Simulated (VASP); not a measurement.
# BMoW3 (Pm-3m) in VASP: a series of runs, part 2 of 2

VASP 6.6.1. The steps go on from the part before.

### Step 3. Single point, PBE

This run uses another cell than the first one, of 14.82 Å³/atom.

Contents of INCAR:

```
PREC     = Accurate       # precision mode
ENCUT    = 520            # plane-wave cutoff, eV
EDIFF    = 1E-6           # SCF threshold, eV
ISMEAR   = 0              # smearing method
SIGMA    = 0.1            # smearing width, eV
LREAL    = False          # projectors in reciprocal space
LASPH    = True           # aspherical terms in the spheres
NELM     = 60             # most SCF steps
ALGO     = Fast           # electronic algorithm
ISIF     = 2              # what is computed and relaxed
LWAVE    = False          # write WAVECAR
LCHARG   = False          # write CHGCAR
GGA      = PE             # functional
NBANDS   = 38             # bands
```

Contents of KPOINTS:

```
regular mesh
0
Gamma
  10 10 10
```

Contents of POSCAR:

```
BMoW3
1.0
    4.2002588638      0.0000000000      0.0000000000
    0.0000000000      4.2002588638      0.0000000000
    0.0000000000      0.0000000000      4.2002588638
B Mo W
1 1 3
Direct
    0.5000000000      0.5000000000      0.5000000000
    0.0000000000      0.0000000000      0.0000000000
    0.5000000000      0.0000000000      0.5000000000
    0.0000000000      0.5000000000      0.5000000000
    0.5000000000      0.5000000000      0.0000000000
```

Potentials or basis: VASP PAW PBE potentials, release 64 (B, Mo_sv, W_sv).

Command:

```
cat potpaw_PBE.64/B/POTCAR potpaw_PBE.64/Mo_sv/POTCAR potpaw_PBE.64/W_sv/POTCAR > POTCAR
mpirun -np 1 vasp_std > vasp.out
```

OUTCAR:

```text
PREC = Accurate
   ENCUT = 520
   EDIFF = 1E-6
   ISMEAR = 0
   LREAL = False
   LASPH = True
   NELM = 60
   ISIF = 2
   GGA = PE

 ion  position               nearest neighbor table
   1  0.500  0.500  0.500-   3 2.10   4 2.10   5 2.10   5 2.10   3 2.10   4 2.10
   2  0.000  0.000  0.000-   3 2.97   4 2.97   5 2.97   3 2.97   4 2.97   4 2.97   5 2.97   4 2.97
                             3 2.97   5 2.97   3 2.97   5 2.97
   3  0.500  0.000  0.500-   1 2.10   1 2.10   4 2.97   5 2.97   2 2.97   5 2.97   2 2.97   4 2.97
                             5 2.97   5 2.97   2 2.97   4 2.97   2 2.97   4 2.97
   4  0.000  0.500  0.500-   1 2.10   1 2.10   3 2.97   5 2.97   2 2.97   5 2.97   2 2.97   3 2.97
                             2 2.97   2 2.97   3 2.97   5 2.97   5 2.97   3 2.97
   5  0.500  0.500  0.000-   1 2.10   1 2.10   3 2.97   4 2.97   2 2.97   3 2.97   4 2.97   2 2.97
                             3 2.97   3 2.97   2 2.97   4 2.97   4 2.97   2 2.97

  LATTYP: Found a simple cubic cell.
 ALAT       =     4.2002588638

  Lattice vectors:

 A1 = (   4.2002588638,   0.0000000000,   0.0000000000)
 A2 = (   0.0000000000,   4.2002588638,   0.0000000000)
 A3 = (   0.0000000000,   0.0000000000,   4.2002588638)

Analysis of symmetry for initial positions (statically):
=====================================================================
 Subroutine PRICEL returns:
 Original cell was already a primitive cell.

 Routine SETGRP: Setting up the symmetry group for a
 simple cubic supercell.

 Subroutine GETGRP returns: Found 48 space group operations
 (whereof 48 operations were pure point group operations)
 out of a pool of 48 trial point group operations.

The static configuration has the point symmetry O_h .

Analysis of symmetry for dynamics (positions and initial velocities):
=====================================================================
 Subroutine PRICEL returns:
 Original cell was already a primitive cell.

 Routine SETGRP: Setting up the symmetry group for a
 simple cubic supercell.

 Subroutine GETGRP returns: Found 48 space group operations
 (whereof 48 operations were pure point group operations)
 out of a pool of 48 trial point group operations.

The dynamic configuration has the point symmetry O_h .

 Subroutine INISYM returns: Found 48 space group operations
 (whereof 48 operations are pure point group operations),
 and found     1 'primitive' translations

----------------------------------------------------------------------------------------

                                     Primitive cell

  volume of cell :      74.1017

  direct lattice vectors                    reciprocal lattice vectors
     4.200258864  0.000000000  0.000000000     0.238080564  0.000000000  0.000000000
     0.000000000  4.200258864  0.000000000     0.000000000  0.238080564  0.000000000
     0.000000000  0.000000000  4.200258864     0.000000000  0.000000000  0.238080564

  length of vectors
     4.200258864  4.200258864  4.200258864     0.238080564  0.238080564  0.238080564

  position of ions in fractional coordinates (direct lattice)
     0.500000000  0.500000000  0.500000000
     0.000000000  0.000000000  0.000000000
     0.500000000  0.000000000  0.500000000
     0.000000000  0.500000000  0.500000000
[... 39 lines left out ...]
  0.100000  0.000000  0.000000      6.000000
  0.200000  0.000000  0.000000      6.000000
  0.300000  0.000000  0.000000      6.000000
  0.400000  0.000000  0.000000      6.000000
  0.500000  0.000000  0.000000      3.000000
[... 16 lines left out ...]
  0.200000  0.100000  0.100000     24.000000
  0.300000  0.100000  0.100000     24.000000
 [... further k-points ...]
   k-points           NKPTS =     56   k-points in BZ     NKDIM =     56   number of bands    NBANDS=     38
   number of dos      NEDOS =    301   number of ions     NIONS =      5
   total plane-waves  NPLWV =  32768
   dimension x,y,z NGX =    32 NGY =   32 NGZ =   32
   dimension x,y,z NGXF=    64 NGYF=   64 NGZF=   64
   ions per type =               1   1   3
   NGX,Y,Z   is equivalent  to a cutoff of  12.67, 12.67, 12.67 a.u.
   NGXF,Y,Z  is equivalent  to a cutoff of  25.33, 25.33, 25.33 a.u.
 SYSTEM =  unknown system
   PREC   = accura    normal or accurate (medium, high low for compatibility)
   ISTART =      0    job   : 0-new  1-cont  2-samecut
   ICHARG =      2    charge: 1-file 2-atom 10-const
   ISPIN  =      1    spin polarized calculation?
   LNONCOLLINEAR =      F non collinear calculations
   LSORBIT =      F    spin-orbit coupling
   LASPH  =      T    aspherical Exc in radial PAW
   ENCUT  =  520.0 eV  38.22 Ry    6.18 a.u.   7.81  7.81  7.81*2*pi/ulx,y,z
   NELM   =     60;   NELMIN=  2; NELMDL= -5     # of ELM steps
   EDIFF  = 0.1E-05   stopping-criterion for ELM
   LREAL  =      F    real-space projection
   EDIFFG = 0.1E-04   stopping-criterion for IOM
   NSW    =      0    number of steps for IOM
   IBRION =     -1    ionic relax: 0-MD 1-quasi-New 2-CG
   NFREE  =      0    steps in history (QN), initial steepest desc. (CG)
   ISIF   =      2    stress and relaxation
   ISYM   =      2    0-nonsym 1-usesym 2-fastsym
   POTIM  = 0.5000    time-step for ionic-motion
   TEBEG  =    0.0;   TEEND  =   0.0 temperature during run
   PSTRESS=    0.0 pullay stress
   NELECT =      59.0000    total number of electrons
   NUPDOWN=      -1.0000    fix difference up-down
   EMIN   =  10.00;   EMAX   =-10.00  energy-range for DOS
   EFERMI =   0.00;   METHOD = LEGACY
   ISMEAR =     0;   SIGMA  =   0.10  broadening in eV -4-tet -1-fermi 0-gaus
   EFERMI_NEDOS =   21; number of points for ismear=-14 and -15
   IALGO  =     68    algorithm
   IMIX   =      4    mixing-type and parameters
     AMIX     =   0.40;   BMIX     =  1.00
     AMIX_MAG =   1.60;   BMIX_MAG =  1.00
  volume/ion in A,a.u.               =      14.82       100.01
  Fermi-wavevector in a.u.,A,eV,Ry     =   1.517340  2.867356 31.324956  2.302319
  Thomas-Fermi vector in A             =   2.626608
   LORBIT       =      0    0 simple, 1 ext, 2 COOP (PROOUT), +10 PAW based schemes
   GGA     = PE    functional components
   LHFCALC =     F    Hartree Fock is set to
   AEXX    =    0.0000 exact exchange contribution
   IVDW    =     0    specifies the selected vdW correction
   LEPSILON=     F    determine dielectric tensor
   LRPA    =     F    only Hartree local field effects (RPA)
 non-spin polarized calculation
 RMM-DIIS sequential band-by-band and
 Gauss-broadening in eV      SIGMA  =   0.10
  energy-cutoff  :      520.00
  volume of cell :       74.10
 maximum number of plane-waves:      2016
 NGX is ok and might be reduce to    32
   NGX = 15   NGY = 15   NGZ = 15

 number of electron      59.0000008 magnetization

 Free energy of the ion-electron system (eV)
  ---------------------------------------------------
  ext. energy  EPLUGINS =         0.00000000
  ---------------------------------------------------
  free energy    TOTEN  =       -54.88205349 eV

  energy without entropy =      -54.86635490  energy(sigma->0) =      -54.87420419

 E-fermi :  10.0049     XC(G=0): -13.0736

 val. band max:        9.9842436506   @ k =   0.5000   0.3000   0.0000
 cond. band min:      10.0058466842   @ k =   0.3000   0.3000   0.3000
 fundamental gap:      0.0216030336
 Fermi energy:        10.0049188511

 k-point     1 :       0.0000    0.0000    0.0000
  band No.  band energies     occupation
      1     -63.7899      2.00000
      2     -63.7253      2.00000
      3     -63.7253      2.00000
      4     -50.8172      2.00000
      5     -28.3039      2.00000
      6     -28.3039      2.00000
[... 973 lines left out ...]
     37      14.0411      0.00000
     38      14.7068      0.00000

 [... further k-points ...]

------------------------ aborting loop because EDIFF is reached ----------------------------------------

  FORCE on cell =-STRESS in cart. coord.  units (eV):
  Direction    XX          YY          ZZ          XY          YZ          ZX
  --------------------------------------------------------------------------------------
  -------------------------------------------------------------------------------------
  Total        0.1876326      0.1876326      0.1876326     -0.0000000      0.0000000     -0.0000000
  in kB        4.0568675      4.0568675      4.0568675     -0.0000000      0.0000000     -0.0000000
  external PRESSURE =       4.0568675 kB  Pullay stress =       0.0000000 kB

 VOLUME and BASIS-vectors are now :
 -----------------------------------------------------------------------------
  energy-cutoff  :      520.00
  volume of cell :       74.10
      direct lattice vectors                 reciprocal lattice vectors
     4.200258864  0.000000000  0.000000000     0.238080564  0.000000000  0.000000000
     0.000000000  4.200258864  0.000000000     0.000000000  0.238080564  0.000000000
     0.000000000  0.000000000  4.200258864     0.000000000  0.000000000  0.238080564

 POSITION                                       TOTAL-FORCE (eV/Angst)
 -----------------------------------------------------------------------------------
      2.10013      2.10013      2.10013         0.000000      0.000000      0.000000
      0.00000      0.00000      0.00000         0.000000      0.000000      0.000000
      2.10013      0.00000      2.10013         0.000000      0.000000      0.000000
      0.00000      2.10013      2.10013         0.000000      0.000000      0.000000
      2.10013      2.10013      0.00000         0.000000      0.000000      0.000000
 -----------------------------------------------------------------------------------
    total drift:                                0.000000     -0.000000     -0.000000

  FREE ENERGIE OF THE ION-ELECTRON SYSTEM (eV)
  ---------------------------------------------------
  free  energy   TOTEN  =       -54.8820534939 eV

  energy  without entropy=      -54.8663548958  energy(sigma->0) =      -54.87420419
```

Wall time 2 min (1 thread of Intel Xeon Platinum 8488C (Sapphire Rapids), shared host); peak memory 0.27 GiB.

What came out:

| Quantity | Value |
| --- | --- |
| Free energy | -54.8821 eV |
| Pressure | 0.4 GPa |
| Band gap on the k mesh | zero (an odd number of electrons rules out a gap without spin polarisation) |

Caveat: spin-orbit coupling is left out, which moves the levels of the heavy elements.

### Step 4. Relaxation of cell and atoms, PBE

This run uses another cell than the first one, of 14.81 Å³/atom.

Contents of INCAR:

```
PREC = Accurate
ENCUT = 600
EDIFF = 1E-6
ISMEAR = 0
SIGMA = 0.1
LREAL = F
LASPH = T
NELM = 100
ALGO = Fast
ISIF = 3
LWAVE = F
LCHARG = F
GGA = PE
IBRION = 2
NSW = 100
EDIFFG = -0.01
```

Contents of KPOINTS:

```
Automatic mesh
0
Gamma
  10 10 10
```

Changes to POSCAR since step 3:

```diff
@@ -2,5 +2,5 @@
 1.0
-    4.2002588638      0.0000000000      0.0000000000
-    0.0000000000      4.2002588638      0.0000000000
-    0.0000000000      0.0000000000      4.2002588638
+    4.1997444112      0.0000000000      0.0000000000
+    0.0000000000      4.1997444112      0.0000000000
+    0.0000000000      0.0000000000      4.1997444112
 B Mo W
```

Command:

```
cat potpaw_PBE.64/B/POTCAR potpaw_PBE.64/Mo_sv/POTCAR potpaw_PBE.64/W_sv/POTCAR > POTCAR
mpirun -np 1 vasp_std > vasp.out
```

It took 6 min on 1 thread of Intel Xeon Platinum 8488C (Sapphire Rapids), shared host; peak memory 0.33 GiB.

Results (log left out):

| Property | Result |
| --- | --- |
| Free energy | -54.8832 eV |
| Relaxed volume | 14.84 Å³/atom |
| Relaxed cell | a = 4.202 Å, b = 4.202 Å, c = 4.202 Å, α = 90.00°, β = 90.00°, γ = 90.00° |
| Space group after relaxing (to 0.1 Å) | Pm-3m (No. 221) |
| Energy gained by relaxing | 0.0 meV/atom |
| Ionic steps | 3 |
| Pressure after relaxing | 0.0 GPa |
| Band gap on the k mesh | zero (an odd number of electrons rules out a gap without spin polarisation) |

The path:
```
step  energy change (eV)  largest force (eV/Å)  pressure (GPa)  volume (Å³)
   1              0.0000                0.0000            0.51        74.07
   2              0.0013                0.0000           -1.33        74.58
   3             -0.0002                0.0000            0.01        74.21
```

Final structure:
```xyz
5
Lattice="4.2024 0.0000 0.0000 0.0000 4.2024 0.0000 0.0000 0.0000 4.2024" Properties=species:S:1:pos:R:3 pbc="T T T"
B     2.1012    2.1012    2.1012
Mo    0.0000    0.0000    0.0000
W     2.1012    0.0000    2.1012
W     0.0000    2.1012    2.1012
W     2.1012    2.1012    0.0000
```

Levels at points of the mesh, in eV from the Fermi level:
```
           k point  band 25  band 26  band 27  band 28  band 29  band 30  band 31  band 32  band 33  band 34
(0.00, 0.00, 0.00)    -0.77    -0.77    -0.48    -0.48    -0.48     1.51     1.51     3.23     3.23     4.17
(0.50, 0.00, 0.00)    -2.46    -2.04    -2.04    -0.19     0.27     0.27     0.44     1.08     1.20     1.20
(0.50, 0.50, 0.00)    -2.12    -2.12    -1.77    -1.59    -0.61    -0.61     0.36     0.75     1.36     1.36
(0.50, 0.50, 0.50)    -0.77    -0.77    -0.76    -0.76    -0.76     0.40     0.40     0.40     3.12     3.12
```

Caveat: spin-orbit coupling is left out, which moves the levels of the heavy elements.

### Step 5. The runs side by side

```csv
task,cell,k mesh,cutoff (eV),gap on the mesh (eV),pressure (GPa)
single point,"a = 4.265 Å, 5 atoms",4 × 4 × 4,520,none,-10.9
single point,"a = 4.200 Å, 5 atoms",10 × 10 × 10,520,none,0.4
relaxation of cell and atoms,"relaxed from a = 4.200 Å, 5 atoms",10 × 10 × 10,600,none,0.0
```

Alike in all rows: level PBE; potentials or basis VASP PAW PBE potentials, release 64 (B, Mo_sv, W_sv); no spin polarisation; smearing gaussian 0.1 eV.

Caveats: some runs use coarse meshes; spin-orbit coupling is left out, which moves the levels of the heavy elements.

Total energies depend on the potentials used, so only differences within one code and one set of settings carry meaning.
